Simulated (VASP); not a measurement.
# Li3Al (I4/mmm) in VASP: further runs

The runs below take Li3Al through vibrations by perturbation theory, with LDA.

Program: VASP 6.6.1. These are calculated values, not measurements. Logs are shortened: lines on timing, memory, paths and dates and some standing lists are left out, and cuts for length are marked.

### 1 The cell of the first run

It takes space group I4/mmm (No. 139, tetragonal). Conventional cell: a = 3.942 Å, b = 3.942 Å, c = 8.822 Å, α = 90.00°, β = 90.00°, γ = 90.00°. Within 3.7 Å of Li (site symmetry -4m2) lie 8 Li at 2.79 to 2.96 Å and 4 Al at 2.96 Å. Li (site symmetry 4/mmm) has 4 Al at 2.79 Å and 8 Li at 2.96 Å within 3.7 Å. Within 3.7 Å of Al (site symmetry 4/mmm) lie 12 Li at 2.79 to 2.96 Å.

### 2 Vibrations by perturbation theory, LDA

INCAR

```
SYSTEM = Li3Al
ALGO = Normal ; EDIFF = 1E-8
ENCUT = 520 ; IBRION = 8
ISIF = 2 ; ISMEAR = -1
LASPH = .True. ; LCHARG = .False.
LREAL = .False. ; LWAVE = .False.
NBANDS = 14 ; NELM = 100
NSW = 1 ; PREC = Accurate
SIGMA = 0.1
```

KPOINTS

```
k-points
0
Gamma
  8 8 8
  0 0 0
```

POSCAR

```
Li3Al
1.0
   -1.9708355111      1.9708355111      4.4109003965
    1.9708355111     -1.9708355111      4.4109003965
    1.9708355111      1.9708355111     -4.4109003965
Li Al
3 1
Direct
    0.7500000000      0.2500000000      0.5000000000
    0.2500000000      0.7500000000      0.5000000000
    0.5000000000      0.5000000000      0.0000000000
    0.0000000000      0.0000000000      0.0000000000
```

Potentials or basis: VASP PAW LDA potentials, release 64 (Li_sv, Al).

Started as:

```sh
> cat potpaw_LDA.64/Li_sv/POTCAR potpaw_LDA.64/Al/POTCAR > POTCAR
> mpirun -np 1 vasp_std > vasp.out
```

OUTCAR:

```text
SYSTEM = Li3Al
   EDIFF = 1E-8
   ENCUT = 520
   IBRION = 8
   ISIF = 2
   ISMEAR = -1
   LASPH = .True.
   LREAL = .False.
   NELM = 100
   NSW = 1
   PREC = Accurate

 ion  position               nearest neighbor table
   1  0.750  0.250  0.500-   4 2.96   4 2.96   4 2.96   4 2.96
   2  0.250  0.750  0.500-   4 2.96   4 2.96   4 2.96   4 2.96
   3  0.500  0.500  0.000-   4 2.79   4 2.79   4 2.79   4 2.79
   4  0.000  0.000  0.000-   3 2.79   3 2.79   3 2.79   3 2.79   2 2.96   1 2.96   2 2.96   1 2.96
                             1 2.96   1 2.96   2 2.96   2 2.96

  LATTYP: Found a body centered tetragonal cell.
 ALAT       =     3.9416710222
 C/A-ratio  =     2.2380865230

  Lattice vectors:

 A1 = (  -1.9708355111,   1.9708355111,   4.4109003965)
 A2 = (   1.9708355111,  -1.9708355111,   4.4109003965)
 A3 = (   1.9708355111,   1.9708355111,  -4.4109003965)

Analysis of symmetry for initial positions (statically):
=====================================================================
 Subroutine PRICEL returns:
 Original cell was already a primitive cell.

 Routine SETGRP: Setting up the symmetry group for a
 body centered tetragonal supercell.

 Subroutine GETGRP returns: Found 16 space group operations
 (whereof 16 operations were pure point group operations)
 out of a pool of 16 trial point group operations.

The static configuration has the point symmetry D_4h.

Analysis of symmetry for dynamics (positions and initial velocities):
=====================================================================
 Subroutine PRICEL returns:
 Original cell was already a primitive cell.

 Routine SETGRP: Setting up the symmetry group for a
 body centered tetragonal supercell.

[... 604 lines left out ...]
  free  energy   TOTEN  =       -10.7241762251 eV

  energy  without entropy=      -10.6809189235  energy(sigma->0) =      -10.70254757

[... ionic steps 2 to 12 ...]

--------------------------------------- Ionic step       13  -------------------------------------------

------------------------ aborting loop because EDIFF is reached ----------------------------------------

[... ionic steps 14 to 14 ...]

--------------------------------------- Ionic step       15  -------------------------------------------

 Free energy of the ion-electron system (eV)
  ---------------------------------------------------
  ---------------------------------------------------
  free energy    TOTEN  =        -0.00813662 eV

  energy without entropy =       -0.00813662

------------------------ aborting loop because EDIFF is reached ----------------------------------------

 INTERNAL STRAIN TENSOR  FOR ION    4  DIRECTION 3   (eV/Angst):
 -----------------------------------------------------------------------------
     0.00524  0.00000  0.00000
     0.00000  0.00524 -0.00000
     0.00000 -0.00000 -0.00687

 INTERNAL STRAIN TENSOR FOR ION    4 for displacements in x,y,z  (eV/Angst):
          X           Y           Z          XY          YZ          ZX
  --------------------------------------------------------------------------------
  x     0.00000     0.00000     0.00000     0.00000     0.00000     0.00000
  y     0.00000     0.00000     0.00000     0.00000     0.00000     0.00000
  z     0.00000     0.00000     0.00000     0.00000     0.00000     0.00000

 SECOND DERIVATIVES (NOT SYMMETRIZED)
 ------------------------------------
               1X          1Y          1Z          2X          2Y          2Z          3X          3Y          3Z          4X          4Y          4Z
  1X    -2.088796    0.000000    0.000000    1.120670    0.000000    0.000000    0.434377    0.000000    0.000000    0.533749    0.000000    0.000000
  1Y     0.000000   -2.088796   -0.000000    0.000000    1.120670   -0.000000    0.000000    0.434377   -0.000000    0.000000    0.533749    0.000000
  1Z     0.000000    0.000000   -1.738100    0.000000    0.000000   -0.301167    0.000000   -0.000000    0.892326    0.000000   -0.000000    1.146942
  2X     1.120670    0.000000    0.000000   -2.088796    0.000000    0.000000    0.434377    0.000000    0.000000    0.533749    0.000000    0.000000
  2Y     0.000000    1.120670   -0.000000    0.000000   -2.088796   -0.000000    0.000000    0.434377   -0.000000    0.000000    0.533749    0.000000
  2Z     0.000000    0.000000   -0.301167    0.000000    0.000000   -1.738100    0.000000   -0.000000    0.892326    0.000000   -0.000000    1.146942
  3X     0.466530    0.000000    0.000000    0.466530    0.000000    0.000000   -2.623468    0.000000    0.000000    1.690409    0.000000    0.000000
  3Y     0.000000    0.466530    0.000000    0.000000    0.466530    0.000000    0.000000   -2.623468    0.000000    0.000000    1.690409    0.000000
  3Z    -0.000000   -0.000000    0.906567   -0.000000    0.000000    0.906567    0.000000   -0.000000   -1.365692    0.000000    0.000000   -0.447442
  4X     0.534873    0.000000    0.000000    0.534873    0.000000    0.000000    1.711092    0.000000    0.000000   -2.780838    0.000000    0.000000
  4Y     0.000000    0.534873    0.000000    0.000000    0.534873    0.000000    0.000000    1.711092    0.000000    0.000000   -2.780838    0.000000
  4Z    -0.000000    0.000000    1.153131    0.000000    0.000000    1.153131    0.000000    0.000000   -0.449819    0.000000    0.000000   -1.856444

 Eigenvectors and eigenvalues of the dynamical matrix
 ----------------------------------------------------

   1 f  =   10.645575 THz    66.888117 2PiTHz  355.098144 cm-1    44.026539 meV
             X         Y         Z           dx          dy          dz
     -0.000000  1.970836  2.205450    -0.000000   -0.000000    0.551344
      1.970836 -0.000000  2.205450    -0.000000   -0.000000    0.551344
      0.000000  0.000000  4.410900     0.000000    0.000000   -0.560146
      0.000000  0.000000  0.000000    -0.000000   -0.000000   -0.279777
[... 71 lines left out ...]
  12 f/i=    0.054576 THz     0.342914 2PiTHz    1.820474 cm-1     0.225710 meV
             X         Y         Z           dx          dy          dz
     -0.000000  1.970836  2.205450    -0.366401    0.123013    0.000000
      1.970836 -0.000000  2.205450    -0.366401    0.123013    0.000000
      0.000000  0.000000  4.410900    -0.359666    0.120752    0.000000
      0.000000  0.000000  0.000000    -0.707702    0.237600    0.000000

--------------------------------------------------------------------------------------------------------

 ELASTIC MODULI CONTR FROM IONIC RELAXATION (kBar)
 Direction    XX          YY          ZZ          XY          YZ          ZX
 --------------------------------------------------------------------------------
 XX          -4.8342      4.8342      0.0000      0.0000      0.0000      0.0000
 YY           4.8342     -4.8342      0.0000      0.0000     -0.0000     -0.0000
 ZZ           0.0000      0.0000      0.0000      0.0000      0.0000      0.0000
 XY           0.0000      0.0000      0.0000      0.0000      0.0000      0.0000
 YZ           0.0000     -0.0000      0.0000      0.0000     -1.7320     -0.0000
 ZX           0.0000     -0.0000      0.0000      0.0000     -0.0000     -1.7490
 --------------------------------------------------------------------------------
```

stdout:

```text
POSCAR found type information on POSCAR LiAl
 POSCAR found :  2 types and       4 ions
 scaLAPACK will be used
 LDA part: xc-table for (Slater(with rela. corr.)+CA(PZ))
 , standard interpolation
 POSCAR, INCAR and KPOINTS ok, starting setup
 FFT: planning ... GRIDC
 FFT: planning ... GRID_SOFT
 FFT: planning ... GRID
 WAVECAR not read
 entering main loop
 Linear response reoptimize wavefunctions to high precision
 Linear response DOF=           6
 Linear response progress:
 first order change of Fermi-energy  -0.12890E-04
 force on displaced ion       1 direction 1 :  -2.089   0.000  -0.001
 Linear response progress:
 first order change of Fermi-energy  -0.57959E-04
 force on displaced ion       1 direction 3 :   0.000  -0.000  -1.738
 Linear response progress:
 first order change of Fermi-energy   0.54121E-04
 force on displaced ion       3 direction 1 :  -2.623  -0.000   0.000
 Linear response progress:
 first order change of Fermi-energy  -0.14474E-03
 force on displaced ion       3 direction 3 :  -0.000  -0.000  -1.366
 Linear response progress:
 first order change of Fermi-energy  -0.15902E-03
 force on displaced ion       4 direction 1 :  -2.781   0.000   0.000
 Linear response progress:
 first order change of Fermi-energy   0.42428E-03
 force on displaced ion       4 direction 3 :   0.000   0.000  -1.856
 Linear response finished
```

Wall time 22 min (1 thread of Intel Xeon Platinum 8488C (Sapphire Rapids), shared host); peak memory 0.46 GiB.

What came out:

* Highest phonon frequency at Γ: 355 cm⁻¹

Phonon frequencies in cm⁻¹ (negative: imaginary):
| q point | frequencies |
| --- | --- |
| (0.000, 0.000, 0.000) | -2 -2 -1 157 220 220 236 345 345 353 353 355 |

Caveat: the cell stands under pressure or tension, which shifts response properties; the cutoff is under 1.25 times the usual one of these potentials, so pressure, stress and relaxed cells hold a basis-set (Pulay) error.

### 3 Vibrations by perturbation theory, LDA

This run uses another cell than the first one, of 16.63 Å³/atom.

INCAR

```
SYSTEM = Li3Al
PREC = Accurate ; ENCUT = 520
EDIFF = 1E-8 ; ISMEAR = -1
SIGMA = 0.1 ; LREAL = .FALSE.
LASPH = .TRUE. ; NELM = 100
ALGO = Normal ; ISIF = 2
LWAVE = .FALSE. ; LCHARG = .FALSE.
GGA = CA ; NBANDS = 14
IBRION = 8 ; NSW = 1
```

KPOINTS

```
Automatic mesh
0
G
  8 8 8
  0 0 0
```

POSCAR

```
Li3Al
1.0
   -1.9515123500      1.9515123500      4.3676534900
    1.9515123500     -1.9515123500      4.3676534900
    1.9515123500      1.9515123500     -4.3676534900
Li Al
3 1
Direct
    0.7500000000      0.2500000000      0.5000000000
    0.2500000000      0.7500000000      0.5000000000
    0.5000000000      0.5000000000      0.0000000000
    0.0000000000      0.0000000000      0.0000000000
```

Potentials or basis: VASP PAW LDA potentials, release 64 (Li_sv, Al).

Started as:

```sh
> cat potpaw_LDA.64/Li_sv/POTCAR potpaw_LDA.64/Al/POTCAR > POTCAR
> mpirun -np 1 vasp_std > vasp.out
```

OUTCAR:

```text
SYSTEM = Li3Al
   PREC = Accurate
   ENCUT = 520
   EDIFF = 1E-8
   ISMEAR = -1
   LREAL = .FALSE.
   LASPH = .TRUE.
   NELM = 100
   ISIF = 2
   GGA = CA
   IBRION = 8
   NSW = 1

 ion  position               nearest neighbor table
   1  0.750  0.250  0.500-   4 2.93   4 2.93   4 2.93   4 2.93
   2  0.250  0.750  0.500-   4 2.93   4 2.93   4 2.93   4 2.93
   3  0.500  0.500  0.000-   4 2.76   4 2.76   4 2.76   4 2.76
   4  0.000  0.000  0.000-   3 2.76   3 2.76   3 2.76   3 2.76   2 2.93   1 2.93   2 2.93   2 2.93
                             1 2.93   1 2.93   2 2.93   1 2.93

  LATTYP: Found a body centered tetragonal cell.
 ALAT       =     3.9030247000
 C/A-ratio  =     2.2380865230

[... 674 lines left out ...]
  1Z     0.000000    0.000000   -1.902457    0.000000    0.000000   -0.329561    0.000000    0.000000    0.951832    0.000000   -0.000000    1.280185
  2X     1.183805    0.000000    0.000000   -2.219274    0.000000    0.000000    0.458925    0.000000    0.000000    0.576544    0.000000    0.000000
  2Y     0.000000    1.183805    0.000000    0.000000   -2.219274    0.000000    0.000000    0.458925    0.000000    0.000000    0.576544    0.000000
  2Z     0.000000    0.000000   -0.329561    0.000000    0.000000   -1.902457    0.000000    0.000000    0.951832    0.000000   -0.000000    1.280185
  3X     0.469537    0.000000    0.000000    0.469537    0.000000    0.000000   -2.819260    0.000000    0.000000    1.880186    0.000000    0.000000
  3Y     0.000000    0.469537    0.000000    0.000000    0.469537    0.000000    0.000000   -2.819260    0.000000    0.000000    1.880186    0.000000
  3Z     0.000000    0.000000    0.963904   -0.000000   -0.000000    0.963904    0.000000   -0.000000   -1.420147    0.000000    0.000000   -0.507661
  4X     0.578465    0.000000    0.000000    0.578465    0.000000    0.000000    1.873692    0.000000    0.000000   -3.030622    0.000000    0.000000
  4Y     0.000000    0.578465    0.000000    0.000000    0.578465    0.000000    0.000000    1.873692    0.000000    0.000000   -3.030622    0.000000
  4Z     0.000000    0.000000    1.283556    0.000000    0.000000    1.283556    0.000000    0.000000   -0.514599    0.000000   -0.000000   -2.052514

 Eigenvectors and eigenvalues of the dynamical matrix
 ----------------------------------------------------

   1 f  =   11.067912 THz    69.541740 2PiTHz  369.185792 cm-1    45.773184 meV
             X         Y         Z           dx          dy          dz
     -0.000000  1.951512  2.183827     0.000000    0.000000   -0.555910
      1.951512 -0.000000  2.183827     0.000000    0.000000   -0.555910
      0.000000  0.000000  4.367653    -0.000000    0.000000    0.544992
      0.000000  0.000000  0.000000     0.000000   -0.000000    0.291395
[... 71 lines left out ...]
  12 f/i=    0.030887 THz     0.194068 2PiTHz    1.030274 cm-1     0.127738 meV
             X         Y         Z           dx          dy          dz
     -0.000000  1.951512  2.183827     0.000000   -0.000000   -0.382134
      1.951512 -0.000000  2.183827     0.000000   -0.000000   -0.382134
      0.000000  0.000000  4.367653     0.000000   -0.000000   -0.377533
      0.000000  0.000000  0.000000     0.000000   -0.000000   -0.751941

--------------------------------------------------------------------------------------------------------

 ELASTIC MODULI CONTR FROM IONIC RELAXATION (kBar)
 Direction    XX          YY          ZZ          XY          YZ          ZX
 --------------------------------------------------------------------------------
 XX          -6.9377      6.9377      0.0000      0.0000      0.0000     -0.0000
 YY           6.9377     -6.9377      0.0000      0.0000     -0.0000      0.0000
 ZZ           0.0000      0.0000      0.0000      0.0000      0.0000      0.0000
 XY           0.0000      0.0000      0.0000      0.0000      0.0000      0.0000
 YZ           0.0000     -0.0000      0.0000      0.0000     -0.8067      0.0000
 ZX          -0.0000      0.0000      0.0000      0.0000      0.0000     -0.8185
 --------------------------------------------------------------------------------
```

OSZICAR:

```text
N       E                     dE             d eps       ncg     rms          rms(c)
DAV:   1     0.416514782529E+02    0.41651E+02   -0.51694E+03  1676   0.804E+02
DAV:   2    -0.944679873302E+00   -0.42596E+02   -0.41115E+02  1934   0.188E+02
DAV:   3    -0.105496409269E+02   -0.96050E+01   -0.94874E+01  3220   0.450E+01
DAV:   4    -0.107810263248E+02   -0.23139E+00   -0.23128E+00  2022   0.125E+01
[... 111 lines left out ...]
RMM:   7    -0.817543907266E-02    0.16243E-05   -0.35345E-07  3967   0.128E-03    0.144E-04
RMM:   8    -0.817574052859E-02   -0.30146E-06    0.40406E-07  4057   0.615E-04    0.332E-05
RMM:   9    -0.817570557129E-02    0.34957E-07    0.23470E-07  4281   0.292E-04    0.934E-06
RMM:  10    -0.817565504696E-02    0.50524E-07    0.12717E-07  4110   0.138E-04    0.477E-06
RMM:  11    -0.817566372540E-02   -0.86784E-08    0.35357E-08  4140   0.718E-05    0.258E-06
 Linear response finished
```

It took 18 min on 1 thread of Intel Xeon Platinum 8488C (Sapphire Rapids), shared host; peak memory 0.45 GiB.

What came out:

```yaml
Highest_phonon_frequency_at_Γ: 369 cm⁻¹
```

Phonon frequencies in cm⁻¹ (negative: imaginary):
| q point | frequencies |
| --- | --- |
| (0.000, 0.000, 0.000) | -1 -1 -1 161 228 228 247 358 358 363 363 369 |

Caveat: the cell stands under pressure or tension, which shifts response properties; the cutoff is under 1.25 times the usual one of these potentials, so pressure, stress and relaxed cells hold a basis-set (Pulay) error.
